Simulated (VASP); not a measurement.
# FeCo (Pm-3m) in VASP: single point with PBE

Aim: the single point of FeCo with PBE.

All numbers are computed with VASP 6.6.1; they aren't measurements. Logs are shortened: lines on timing, memory, paths and dates and some standing lists are left out, and cuts for length are marked.

## Step 1: The cell of the first run

It takes space group Pm-3m (No. 221, cubic). Conventional cell: a = 2.889 Å, b = 2.889 Å, c = 2.889 Å, α = 90.00°, β = 90.00°, γ = 90.00°. Within 3.3 Å of Co (site symmetry m-3m) lie 8 Fe at 2.50 Å and 6 Co at 2.89 Å. Fe (site symmetry m-3m) has 8 Co at 2.50 Å and 6 Fe at 2.89 Å within 3.3 Å.

## Step 2: Single point, PBE, collinear spin, antiferromagnetic start

Input file INCAR:

```
SYSTEM = FeCo
ALGO     = Normal         ! electronic algorithm
EDIFF    = 1E-6           ! SCF threshold, eV
ENCUT    = 600            ! plane-wave cutoff, eV
GGA      = PE             ! functional
GGA_COMPAT= .False.      
ISIF     = 2              ! what is computed and relaxed
ISMEAR   = -1             ! smearing method
ISPIN    = 2              ! spin polarisation
LASPH    = .True.         ! aspherical terms in the spheres
LCHARG   = .False.        ! write CHGCAR
LMAXMIX  = 4              ! l up to which the mixer works
LORBIT   = 11             ! projections on sites
LREAL    = .False.        ! projectors in reciprocal space
LWAVE    = .False.        ! write WAVECAR
MAGMOM   = 3 -3 4 -4      ! initial moments
NBANDS   = 29             ! bands
NELM     = 200            ! most SCF steps
PREC     = Accurate       ! precision mode
SIGMA    = 0.1            ! smearing width, eV
```

Input file KPOINTS:

```
k-points
0
Gamma
  6 8 6
  0 0 0
```

Input file POSCAR:

```
FeCo
1.0
   -2.8887510800      0.0000000000     -2.8887510800
    0.0000000000     -2.8887510800      0.0000000000
   -2.8887510800      0.0000000000      2.8887510800
Co Fe
2 2
Direct
    0.0000000000      0.0000000000      0.0000000000
    0.5000000000      0.0000000000      0.5000000000
    0.0000000000      0.5000000000      0.5000000000
    0.5000000000      0.5000000000      0.0000000000
```

Potentials or basis: VASP PAW PBE potentials, release 64 (Co, Fe).

Command:

```bash
$ cat potpaw_PBE.64/Co/POTCAR potpaw_PBE.64/Fe/POTCAR > POTCAR
$ mpirun -np 1 vasp_std > vasp.out
```

OUTCAR:

```text
SYSTEM = FeCo
   EDIFF = 1E-6
   ENCUT = 600
   GGA = PE
   ISIF = 2
   ISMEAR = -1
   ISPIN = 2
   LASPH = .True.
   LORBIT = 11
   LREAL = .False.
   NELM = 200
   PREC = Accurate

 ion  position               nearest neighbor table
   1  0.000  0.000  0.000-   3 2.50   4 2.50   3 2.50   3 2.50   4 2.50   3 2.50   4 2.50   4 2.50
                             2 2.89   2 2.89   2 2.89   2 2.89
   2  0.500  0.000  0.500-   3 2.50   4 2.50   4 2.50   3 2.50   4 2.50   4 2.50   3 2.50   3 2.50
                             1 2.89   1 2.89   1 2.89   1 2.89
   3  0.000  0.500  0.500-   1 2.50   2 2.50   1 2.50   1 2.50   2 2.50   1 2.50   2 2.50   2 2.50
                             4 2.89   4 2.89   4 2.89   4 2.89
   4  0.500  0.500  0.000-   1 2.50   2 2.50   2 2.50   1 2.50   2 2.50   2 2.50   1 2.50   1 2.50
                             3 2.89   3 2.89   3 2.89   3 2.89

  LATTYP: Found a simple tetragonal cell.
 ALAT       =     4.0853109557
 C/A-ratio  =     0.7071067812

  Lattice vectors:

 A1 = (   2.8887510800,   0.0000000000,   2.8887510800)
 A2 = (  -2.8887510800,   0.0000000000,   2.8887510800)
 A3 = (   0.0000000000,  -2.8887510800,   0.0000000000)

Analysis of symmetry for initial positions (statically):
=====================================================================
 Subroutine PRICEL returns following result:

  LATTYP: Found a simple cubic cell.
 ALAT       =     2.8887510800
[... 12 lines left out ...]
 Subroutine GETGRP returns: Found 16 space group operations
 (whereof 16 operations were pure point group operations)
 out of a pool of 16 trial point group operations.

The static configuration has the point symmetry D_4h.

Analysis of symmetry for dynamics (positions and initial velocities):
=====================================================================
 Subroutine PRICEL returns following result:

  LATTYP: Found a simple cubic cell.
 ALAT       =     2.8887510800
[... 12 lines left out ...]
 Subroutine GETGRP returns: Found 16 space group operations
 (whereof 16 operations were pure point group operations)
 out of a pool of 16 trial point group operations.

The dynamic configuration has the point symmetry D_4h.

Analysis of structural, dynamic, and magnetic symmetry:
=====================================================================
 Subroutine PRICEL returns following result:

  LATTYP: Found a simple cubic cell.
 ALAT       =     2.8887510800
[... 12 lines left out ...]
 Subroutine GETGRP returns: Found  8 space group operations
 (whereof  8 operations were pure point group operations)
 out of a pool of 16 trial point group operations.

The overall configuration has the point symmetry D_2h.

 Subroutine INISYM returns: Found  8 space group operations
 (whereof  8 operations are pure point group operations),
 and found     2 'primitive' translations

----------------------------------------------------------------------------------------

                                     Primitive cell

  volume of cell :      24.1063

  direct lattice vectors                    reciprocal lattice vectors
     0.000000000  0.000000000 -2.888751080     0.000000000  0.000000000 -0.346170360
     0.000000000 -2.888751080  0.000000000     0.000000000 -0.346170360  0.000000000
    -2.888751080  0.000000000  0.000000000    -0.346170360  0.000000000  0.000000000

  length of vectors
     2.888751080  2.888751080  2.888751080     0.346170360  0.346170360  0.346170360

  position of ions in fractional coordinates (direct lattice)
     0.000000000  0.000000000  0.000000000
     0.500000000  0.500000000  0.500000000

  ion indices of the primitive-cell ions
   primitive index   ion index
                 1           1
                 2           3

----------------------------------------------------------------------------------------

 KPOINTS: k-points

Automatic generation of k-mesh.
 Grid dimensions read from file:
 generate k-points for:    6    8    6

 Generating k-lattice:

  Cartesian coordinates                     Fractional coordinates (reciprocal lattice)
    -0.028847530  0.000000000 -0.028847530     0.166666667  0.000000000  0.000000000
     0.000000000 -0.043271295  0.000000000     0.000000000  0.125000000  0.000000000
    -0.028847530  0.000000000  0.028847530     0.000000000  0.000000000  0.166666667

  Length of vectors
     0.040796568  0.043271295  0.040796568

  Shift w.r.t. Gamma in fractional coordinates (k-lattice)
     0.000000000  0.000000000  0.000000000

 Subroutine IBZKPT returns following result:
 ===========================================

 Found     80 irreducible k-points:

 Following reciprocal coordinates:
            Coordinates               Weight
  0.000000  0.000000  0.000000      1.000000
  0.166667  0.000000  0.000000      2.000000
  0.000000  0.000000 -0.166667      2.000000
  0.333333  0.000000  0.000000      2.000000
  0.000000  0.000000 -0.333333      2.000000
  0.500000  0.000000  0.000000      1.000000
[... 16 lines left out ...]
  0.166667  0.375000  0.000000      4.000000
  0.000000  0.375000 -0.166667      4.000000
 [... further k-points ...]
   k-points           NKPTS =     80   k-points in BZ     NKDIM =     80   number of bands    NBANDS=     29
   number of dos      NEDOS =    301   number of ions     NIONS =      4
   total plane-waves  NPLWV =  31104
   dimension x,y,z NGX =    36 NGY =   24 NGZ =   36
   dimension x,y,z NGXF=    72 NGYF=   48 NGZF=   72
   ions per type =               2   2
   NGX,Y,Z   is equivalent  to a cutoff of  14.65, 13.81, 14.65 a.u.
   NGXF,Y,Z  is equivalent  to a cutoff of  29.30, 27.62, 29.30 a.u.
 SYSTEM =  FeCo
   PREC   = accura    normal or accurate (medium, high low for compatibility)
   ISTART =      0    job   : 0-new  1-cont  2-samecut
   ICHARG =      2    charge: 1-file 2-atom 10-const
   ISPIN  =      2    spin polarized calculation?
   LNONCOLLINEAR =      F non collinear calculations
   LSORBIT =      F    spin-orbit coupling
   LASPH  =      T    aspherical Exc in radial PAW
   ENCUT  =  600.0 eV  44.10 Ry    6.64 a.u.   8.16  5.77  8.16*2*pi/ulx,y,z
   NELM   =    200;   NELMIN=  2; NELMDL= -5     # of ELM steps
   EDIFF  = 0.1E-05   stopping-criterion for ELM
   LREAL  =      F    real-space projection
   EDIFFG = 0.1E-04   stopping-criterion for IOM
   NSW    =      0    number of steps for IOM
   IBRION =     -1    ionic relax: 0-MD 1-quasi-New 2-CG
   NFREE  =      0    steps in history (QN), initial steepest desc. (CG)
   ISIF   =      2    stress and relaxation
   ISYM   =      2    0-nonsym 1-usesym 2-fastsym
   POTIM  = 0.5000    time-step for ionic-motion
   TEBEG  =    0.0;   TEEND  =   0.0 temperature during run
   PSTRESS=    0.0 pullay stress
   NELECT =      34.0000    total number of electrons
   NUPDOWN=      -1.0000    fix difference up-down
   EMIN   =  10.00;   EMAX   =-10.00  energy-range for DOS
   EFERMI =   0.00;   METHOD = LEGACY
   ISMEAR =    -1;   SIGMA  =   0.10  broadening in eV -4-tet -1-fermi 0-gaus
   EFERMI_NEDOS =   21; number of points for ismear=-14 and -15
   IALGO  =     38    algorithm
   IMIX   =      4    mixing-type and parameters
     AMIX     =   0.40;   BMIX     =  1.00
     AMIX_MAG =   1.60;   BMIX_MAG =  1.00
  volume/ion in A,a.u.               =      12.05        81.34
  Fermi-wavevector in a.u.,A,eV,Ry     =   1.457184  2.753678 28.890404  2.123385
  Thomas-Fermi vector in A             =   2.574015
   LORBIT       =     11    0 simple, 1 ext, 2 COOP (PROOUT), +10 PAW based schemes
   GGA     = PE    functional components
   LHFCALC =     F    Hartree Fock is set to
   AEXX    =    0.0000 exact exchange contribution
   IVDW    =     0    specifies the selected vdW correction
   LEPSILON=     F    determine dielectric tensor
   LRPA    =     F    only Hartree local field effects (RPA)
 spin polarized calculation
  energy-cutoff  :      600.00
  volume of cell :       48.21
 maximum number of plane-waves:      1660
 NGX is ok and might be reduce to    36
   NGX = 17   NGY = 11   NGZ = 17

 number of electron      34.0000004 magnetization      -0.0000000

 number of electron      34.0000004 magnetization       0.0000000

 Free energy of the ion-electron system (eV)
  ---------------------------------------------------
  ext. energy  EPLUGINS =         0.00000000
  ---------------------------------------------------
  free energy    TOTEN  =       -29.65423868 eV

  energy without entropy =      -29.44981697  energy(sigma->0) =      -29.55202783

 E-fermi :   7.3255     XC(G=0): -12.7899

 val. band max:        7.3210123083   @ k =   0.0000   0.1250  -0.3333
 cond. band min:       7.3288221867   @ k =   0.0000   0.3750   0.0000
 fundamental gap:      0.0078098784
 Fermi energy:         7.3255070183

 spin component 1

 k-point     1 :       0.0000    0.0000    0.0000
  band No.  band energies     occupation
      1      -1.1214      1.00000
      2       2.5993      1.00000
      3       2.7323      1.00000
      4       3.0652      1.00000
      5       3.6025      1.00000
      6       4.1417      1.00000
[... 757 lines left out ...]
     28      18.0420      0.00000
     29      18.8012      0.00000

 [... further k-points ...]

 spin component 2

 k-point     1 :       0.0000    0.0000    0.0000
  band No.  band energies     occupation
      1      -1.1214      1.00000
      2       2.5993      1.00000
      3       2.7323      1.00000
      4       3.0652      1.00000
      5       3.6025      1.00000
      6       4.1417      1.00000
[... 757 lines left out ...]
     28      18.0420      0.00000
     29      18.8012      0.00000

 [... further k-points ...]

------------------------ aborting loop because EDIFF is reached ----------------------------------------

  FORCE on cell =-STRESS in cart. coord.  units (eV):
  Direction    XX          YY          ZZ          XY          YZ          ZX
  --------------------------------------------------------------------------------------
  -------------------------------------------------------------------------------------
  Total       -3.8314496     -2.5340640     -3.8314496      0.0000000      0.0000000      1.3766235
  in kB     -127.3248986    -84.2108006   -127.3248986      0.0000000      0.0000000     45.7472944
  external PRESSURE =    -112.9535326 kB  Pullay stress =       0.0000000 kB

 VOLUME and BASIS-vectors are now :
 -----------------------------------------------------------------------------
  energy-cutoff  :      600.00
  volume of cell :       48.21
      direct lattice vectors                 reciprocal lattice vectors
    -2.888751080  0.000000000 -2.888751080    -0.173085180  0.000000000 -0.173085180
     0.000000000 -2.888751080  0.000000000     0.000000000 -0.346170360  0.000000000
    -2.888751080  0.000000000  2.888751080    -0.173085180  0.000000000  0.173085180

 POSITION                                       TOTAL-FORCE (eV/Angst)
 -----------------------------------------------------------------------------------
      0.00000      0.00000      0.00000         0.000000      0.000000     -0.000000
     -2.88875      0.00000      0.00000        -0.000000      0.000000      0.000000
     -1.44438     -1.44438      1.44438         0.000000      0.000000     -0.000000
     -1.44438     -1.44438     -1.44438         0.000000     -0.000000     -0.000000
 -----------------------------------------------------------------------------------
    total drift:                               -0.000000     -0.000000      0.000000

  FREE ENERGIE OF THE ION-ELECTRON SYSTEM (eV)
  ---------------------------------------------------
  free  energy   TOTEN  =       -29.6542386808 eV

  energy  without entropy=      -29.4498169739  energy(sigma->0) =      -29.55202783

 total charge

# of ion       s       p       d       tot
------------------------------------------
    1        0.451   0.461   7.281   8.193
    2        0.451   0.461   7.281   8.193
    3        0.462   0.486   6.091   7.039
    4        0.462   0.486   6.091   7.039
--------------------------------------------------
tot          1.827   1.894  26.743  30.464

 magnetization (x)

# of ion       s       p       d       tot
------------------------------------------
    1        0.004   0.007   0.787   0.798
    2       -0.004  -0.007  -0.787  -0.798
    3        0.017   0.036   2.722   2.775
    4       -0.017  -0.036  -2.722  -2.775
--------------------------------------------------
tot          0.000   0.000  -0.000  -0.000
```

Run time: 4 min. Hardware: 1 thread of Intel Xeon Platinum 8488C (Sapphire Rapids), shared host; peak memory 0.34 GiB.

What came out:

| Property | Result |
| --- | --- |
| Free energy | -29.6542 eV |
| Pressure | -11.3 GPa |
| Band gap on the k mesh | zero (filled and empty bands overlap) |
| Net moment | 0.00 μB per cell |
| Site moments | Co +0.80, -0.80; Fe +2.77, -2.77 μB |
| Valence electrons inside the program's atomic spheres | Co 8.19; Fe 7.04 |

Stress tensor (GPa, compression positive):
```
-12.73   0.00   4.57
  0.00  -8.42   0.00
  4.57   0.00 -12.73
```

Levels at points of the mesh, in eV from the Fermi level:
Spin up:
| k point | band 13 | band 14 | band 15 | band 16 | band 17 | band 18 | band 19 | band 20 | band 21 | band 22 |
| --- | --- | --- | --- | --- | --- | --- | --- | --- | --- | --- |
| (0.00, 0.00, 0.00) | -0.46 | -0.22 | -0.17 | 0.13 | 0.15 | 0.22 | 0.61 | 0.73 | 0.99 | 1.24 |
| (0.50, 0.00, 0.00) | -1.40 | -1.29 | -1.25 | -0.89 | -0.22 | -0.03 | 0.30 | 0.53 | 0.75 | 1.44 |
| (0.00, 0.00, 0.50) | -0.99 | -0.70 | -0.64 | -0.63 | -0.24 | 0.20 | 0.23 | 0.24 | 0.36 | 1.21 |
| (0.00, 0.50, 0.00) | -1.16 | -0.96 | -0.94 | -0.70 | -0.46 | -0.37 | -0.12 | 0.63 | 0.74 | 1.85 |
| (0.50, 0.50, 0.00) | -1.29 | -1.07 | -0.46 | -0.44 | -0.22 | 0.08 | 0.57 | 1.17 | 1.90 | 2.09 |
| (0.00, 0.50, 0.50) | -1.52 | -1.41 | -1.24 | -0.83 | 0.23 | 0.52 | 0.71 | 1.35 | 1.64 | 1.71 |
| (0.50, 0.00, 0.50) | -1.50 | -1.48 | -1.04 | -0.58 | -0.57 | -0.35 | 0.20 | 0.20 | 0.35 | 0.66 |
| (0.50, 0.50, 0.50) | -0.15 | 0.08 | 0.08 | 0.12 | 0.13 | 0.17 | 0.25 | 0.77 | 0.93 | 1.04 |
Spin down:
```
           k point  band 15  band 16  band 17  band 18  band 19  band 20
(0.00, 0.00, 0.00)    -0.17     0.13     0.15     0.22     0.61     0.73
(0.50, 0.00, 0.00)    -1.25    -0.89    -0.22    -0.03     0.30     0.53
(0.00, 0.00, 0.50)    -0.64    -0.63    -0.24     0.20     0.23     0.24
(0.00, 0.50, 0.00)    -0.94    -0.70    -0.46    -0.37    -0.12     0.63
(0.50, 0.50, 0.00)    -0.46    -0.44    -0.22     0.08     0.57     1.17
(0.00, 0.50, 0.50)    -1.24    -0.83     0.23     0.52     0.71     1.35
(0.50, 0.00, 0.50)    -1.04    -0.58    -0.57    -0.35     0.20     0.20
(0.50, 0.50, 0.50)     0.08     0.12     0.13     0.17     0.25     0.77
```

Caveat: the cell stands under tension; the antiferromagnetic order is the one typed at the start, and another may lie lower.
